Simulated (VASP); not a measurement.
# In (P6_3/mmc) in VASP: notebook, part 2 of 2

VASP 6.6.1. Earlier steps stand in the parts before.

## (3) Single point, r2SCAN

This run uses another cell than the first one, of the same volume but with other edges.

Contents of POSCAR:

```
In
1.0
    3.2311818586      0.0000000000      0.0000000000
   -1.6155909293      2.7982855738      0.0000000000
    0.0000000000      0.0000000000      5.8705550182
In
2
Direct
    0.3333333333      0.6666666667      0.2500000000
    0.6666666667      0.3333333333      0.7500000000
```

Contents of INCAR.step1:

```
PREC = Accurate
ENCUT = 520
ISMEAR = 0
SIGMA = 0.15
LREAL = False
LASPH = True
NELM = 60
NBANDS = 20
GGA = PE
ALGO = Normal
EDIFF = 1E-4
LWAVE = True
LCHARG = False
```

Contents of INCAR.step2:

```
PREC = Accurate
ENCUT = 520
EDIFF = 1E-6
ISMEAR = 0
SIGMA = 0.15
LREAL = False
LASPH = True
NELM = 60
ALGO = Normal
ISIF = 2
LWAVE = False
LCHARG = False
METAGGA = R2SCAN
LMIXTAU = True
NBANDS = 20
ISTART = 1
```

Contents of KPOINTS:

```
Automatic mesh
0
Gamma
  18 18 10
```

Potentials or basis: VASP PAW PBE potentials, release 64 (In_d).

Command:

```sh
> cat potpaw_PBE.64/In_d/POTCAR > POTCAR
> cp INCAR.step1 INCAR
> mpirun -np 1 vasp_std > vasp.out
> cp INCAR.step2 INCAR
> mpirun -np 1 vasp_std > vasp.out
```

OUTCAR:

```text
PREC = Accurate
   ENCUT = 520
   EDIFF = 1E-6
   ISMEAR = 0
   LREAL = False
   LASPH = True
   NELM = 60
   ISIF = 2
   METAGGA = R2SCAN
   ISTART = 1

 ion  position               nearest neighbor table
   1  0.333  0.667  0.250-   2 3.48   2 3.48   2 3.48   2 3.48   2 3.48   2 3.48
   2  0.667  0.333  0.750-   1 3.48   1 3.48   1 3.48   1 3.48   1 3.48   1 3.48

  LATTYP: Found a hexagonal cell.
 ALAT       =     3.2311818586
 C/A-ratio  =     1.8168445093

  Lattice vectors:

 A1 = (   3.2311818586,   0.0000000000,   0.0000000000)
 A2 = (  -1.6155909293,   2.7982855738,   0.0000000000)
 A3 = (   0.0000000000,   0.0000000000,   5.8705550182)

Analysis of symmetry for initial positions (statically):
=====================================================================
 Subroutine PRICEL returns:
 Original cell was already a primitive cell.

 Routine SETGRP: Setting up the symmetry group for a
 hexagonal supercell.

 Subroutine GETGRP returns: Found 24 space group operations
 (whereof 12 operations were pure point group operations)
 out of a pool of 24 trial point group operations.

The static configuration has the point symmetry D_3d.
 The point group associated with its full space group is D_6h.

Analysis of symmetry for dynamics (positions and initial velocities):
=====================================================================
 Subroutine PRICEL returns:
 Original cell was already a primitive cell.

 Routine SETGRP: Setting up the symmetry group for a
 hexagonal supercell.

 Subroutine GETGRP returns: Found 24 space group operations
 (whereof 12 operations were pure point group operations)
 out of a pool of 24 trial point group operations.

The dynamic configuration has the point symmetry D_3d.
 The point group associated with its full space group is D_6h.

 Subroutine INISYM returns: Found 24 space group operations
 (whereof 12 operations are pure point group operations),
 and found     1 'primitive' translations

----------------------------------------------------------------------------------------

                                     Primitive cell

  volume of cell :      53.0802

  direct lattice vectors                    reciprocal lattice vectors
     3.231181859  0.000000000  0.000000000     0.309484283  0.178680834  0.000000000
    -1.615590929  2.798285574  0.000000000     0.000000000  0.357361668  0.000000000
     0.000000000  0.000000000  5.870555018     0.000000000  0.000000000  0.170341645

  length of vectors
     3.231181859  3.231181859  5.870555018     0.357361668  0.357361668  0.170341645

  position of ions in fractional coordinates (direct lattice)
     0.333333333  0.666666667  0.250000000
     0.666666667  0.333333333  0.750000000

  ion indices of the primitive-cell ions
   primitive index   ion index
                 1           1
                 2           2

----------------------------------------------------------------------------------------

 KPOINTS: Automatic mesh

Automatic generation of k-mesh.
 Grid dimensions read from file:
 generate k-points for:   18   18   10

 Generating k-lattice:

  Cartesian coordinates                     Fractional coordinates (reciprocal lattice)
     0.017193571  0.009926713  0.000000000     0.055555556 -0.000000000  0.000000000
     0.000000000  0.019853426  0.000000000     0.000000000  0.055555556  0.000000000
     0.000000000  0.000000000  0.017034165     0.000000000  0.000000000  0.100000000

  Length of vectors
     0.019853426  0.019853426  0.017034165

  Shift w.r.t. Gamma in fractional coordinates (k-lattice)
     0.000000000  0.000000000  0.000000000

 Subroutine IBZKPT returns following result:
 ===========================================

 Found    222 irreducible k-points:

 Following reciprocal coordinates:
            Coordinates               Weight
  0.000000  0.000000  0.000000      1.000000
  0.055556 -0.000000  0.000000      6.000000
  0.111111 -0.000000  0.000000      6.000000
  0.166667  0.000000  0.000000      6.000000
  0.222222 -0.000000  0.000000      6.000000
  0.277778  0.000000  0.000000      6.000000
[... 16 lines left out ...]
  0.333333  0.111111  0.000000     12.000000
  0.388889  0.111111  0.000000     12.000000
 [... further k-points ...]
   k-points           NKPTS =    222   k-points in BZ     NKDIM =    222   number of bands    NBANDS=     20
   number of dos      NEDOS =    301   number of ions     NIONS =      2
   total plane-waves  NPLWV =  27648
   dimension x,y,z NGX =    24 NGY =   24 NGZ =   48
   dimension x,y,z NGXF=    48 NGYF=   48 NGZF=   96
   ions per type =               2
   NGX,Y,Z   is equivalent  to a cutoff of  12.35, 12.35, 13.59 a.u.
   NGXF,Y,Z  is equivalent  to a cutoff of  24.70, 24.70, 27.19 a.u.
 SYSTEM =  unknown system
   PREC   = accura    normal or accurate (medium, high low for compatibility)
   ISTART =      1    job   : 0-new  1-cont  2-samecut
   ICHARG =      0    charge: 1-file 2-atom 10-const
   ISPIN  =      1    spin polarized calculation?
   LNONCOLLINEAR =      F non collinear calculations
   LSORBIT =      F    spin-orbit coupling
   LASPH  =      T    aspherical Exc in radial PAW
   ENCUT  =  520.0 eV  38.22 Ry    6.18 a.u.   6.01  6.01 10.92*2*pi/ulx,y,z
   NELM   =     60;   NELMIN=  2; NELMDL=  0     # of ELM steps
   EDIFF  = 0.1E-05   stopping-criterion for ELM
   LREAL  =      F    real-space projection
   EDIFFG = 0.1E-04   stopping-criterion for IOM
   NSW    =      0    number of steps for IOM
   IBRION =     -1    ionic relax: 0-MD 1-quasi-New 2-CG
   NFREE  =      0    steps in history (QN), initial steepest desc. (CG)
   ISIF   =      2    stress and relaxation
   ISYM   =      2    0-nonsym 1-usesym 2-fastsym
   POTIM  = 0.5000    time-step for ionic-motion
   TEBEG  =    0.0;   TEEND  =   0.0 temperature during run
   PSTRESS=    0.0 pullay stress
   NELECT =      26.0000    total number of electrons
   NUPDOWN=      -1.0000    fix difference up-down
   EMIN   =  10.00;   EMAX   =-10.00  energy-range for DOS
   EFERMI =   0.00;   METHOD = LEGACY
   ISMEAR =     0;   SIGMA  =   0.15  broadening in eV -4-tet -1-fermi 0-gaus
   EFERMI_NEDOS =   21; number of points for ismear=-14 and -15
   IALGO  =     38    algorithm
   IMIX   =      4    mixing-type and parameters
     AMIX     =   0.40;   BMIX     =  1.00
     AMIX_MAG =   1.60;   BMIX_MAG =  1.00
  volume/ion in A,a.u.               =      26.54       179.10
  Fermi-wavevector in a.u.,A,eV,Ry     =   1.290491  2.438675 22.658704  1.665368
  Thomas-Fermi vector in A             =   2.422320
   LORBIT       =      0    0 simple, 1 ext, 2 COOP (PROOUT), +10 PAW based schemes
   METAGGA = R2SCAN    functional components
   LHFCALC =     F    Hartree Fock is set to
   AEXX    =    0.0000 exact exchange contribution
   IVDW    =     0    specifies the selected vdW correction
   LEPSILON=     F    determine dielectric tensor
   LRPA    =     F    only Hartree local field effects (RPA)
 non-spin polarized calculation
 Gauss-broadening in eV      SIGMA  =   0.15
  energy-cutoff  :      520.00
  volume of cell :       53.08
 maximum number of plane-waves:      1458
   NGX = 13   NGY = 13   NGZ = 21

 number of electron      25.9999996 magnetization

 Free energy of the ion-electron system (eV)
  ---------------------------------------------------
  ext. energy  EPLUGINS =         0.00000000
  ---------------------------------------------------
  free energy    TOTEN  =       -45.10649496 eV

  energy without entropy =      -45.09666598  energy(sigma->0) =      -45.10158047

 E-fermi :   7.3545     XC(G=0): -10.9891

 val. band max:        7.3293752819   @ k =   0.3333   0.2778   0.4000
 cond. band min:       7.3820338188   @ k =   0.3889   0.0000   0.1000
 fundamental gap:      0.0526585369
 Fermi energy:         7.3545423298

 k-point     1 :       0.0000    0.0000    0.0000
  band No.  band energies     occupation
      1      -8.0046      2.00000
      2      -7.9938      2.00000
      3      -7.8908      2.00000
      4      -7.8908      2.00000
      5      -7.8722      2.00000
      6      -7.8722      2.00000
[... 12 lines left out ...]
     19      19.2126      0.00000
     20      19.9845      0.00000
[... 507 lines left out ...]
 k-point    24 :       0.3889    0.1111    0.0000
  band No.  band energies     occupation
      1      -8.0850      2.00000
      2      -7.9744      2.00000
      3      -7.9716      2.00000
      4      -7.8297      2.00000
      5      -7.8033      2.00000
      6      -7.7332      2.00000
[... 12 lines left out ...]
     19      16.6935      0.00000
     20      18.4747      0.00000

 [... further k-points ...]

------------------------ aborting loop because EDIFF is reached ----------------------------------------

  FORCE on cell =-STRESS in cart. coord.  units (eV):
  Direction    XX          YY          ZZ          XY          YZ          ZX
  --------------------------------------------------------------------------------------
  -------------------------------------------------------------------------------------
  Total        0.3300673      0.3300673     -0.4265830     -0.0000000     -0.0000000      0.0000000
  in kB        9.9627792      9.9627792    -12.8760172     -0.0000000     -0.0000000      0.0000000
  external PRESSURE =       2.3498471 kB  Pullay stress =       0.0000000 kB

 VOLUME and BASIS-vectors are now :
 -----------------------------------------------------------------------------
  energy-cutoff  :      520.00
  volume of cell :       53.08
      direct lattice vectors                 reciprocal lattice vectors
     3.231181859  0.000000000  0.000000000     0.309484283  0.178680834  0.000000000
    -1.615590929  2.798285574  0.000000000     0.000000000  0.357361668  0.000000000
     0.000000000  0.000000000  5.870555018     0.000000000  0.000000000  0.170341645

 POSITION                                       TOTAL-FORCE (eV/Angst)
 -----------------------------------------------------------------------------------
     -0.00000      1.86552      1.46764         0.000000      0.000000      0.000000
      1.61559      0.93276      4.40292        -0.000000     -0.000000      0.000000
 -----------------------------------------------------------------------------------
    total drift:                                0.000000     -0.000000      0.000000

  FREE ENERGIE OF THE ION-ELECTRON SYSTEM (eV)
  ---------------------------------------------------
  free  energy   TOTEN  =       -45.1064949626 eV

  energy  without entropy=      -45.0966659761  energy(sigma->0) =      -45.10158047
```

OSZICAR.step1:

```text
N       E                     dE             d eps       ncg     rms          rms(c)
DAV:   1     0.211207738228E+03    0.21121E+03   -0.13207E+04  8888   0.181E+03
DAV:   2     0.106514763915E+02   -0.20056E+03   -0.19680E+03  8940   0.374E+02
DAV:   3    -0.466544469797E+01   -0.15317E+02   -0.15215E+02 10232   0.118E+02
DAV:   4    -0.510470183094E+01   -0.43926E+00   -0.43906E+00 10704   0.219E+01
DAV:   5    -0.512933647509E+01   -0.24635E-01   -0.24633E-01 13056   0.433E+00    0.337E+00
DAV:   6    -0.508409250427E+01    0.45244E-01   -0.81360E-02 12032   0.468E+00    0.154E+00
DAV:   7    -0.507491542377E+01    0.91771E-02   -0.23647E-02 12196   0.228E+00    0.370E-01
DAV:   8    -0.507429699246E+01    0.61843E-03   -0.17708E-03 10188   0.502E-01    0.546E-02
DAV:   9    -0.507431665275E+01   -0.19660E-04   -0.72343E-05  5824   0.120E-01
   1 F= -.50743167E+01 E0= -.50693484E+01  d E =-.993652E-02
```

Run time: 30 min. Hardware: 1 thread of Oxide Virtual Turin-like, shared host; peak memory 0.28 GiB.

What came out:

| Item | Value |
| --- | --- |
| Free energy | -45.1065 eV |
| Pressure | 0.2 GPa |
| Band gap on the k mesh | zero (band 13 reaches 10.46 eV, above the bottom of band 14 at 4.55 eV) |

Caveat: the PAW data sets were made with another functional, which shifts forces and pressure a little; spin-orbit coupling is left out, which moves the levels of the heavy elements.
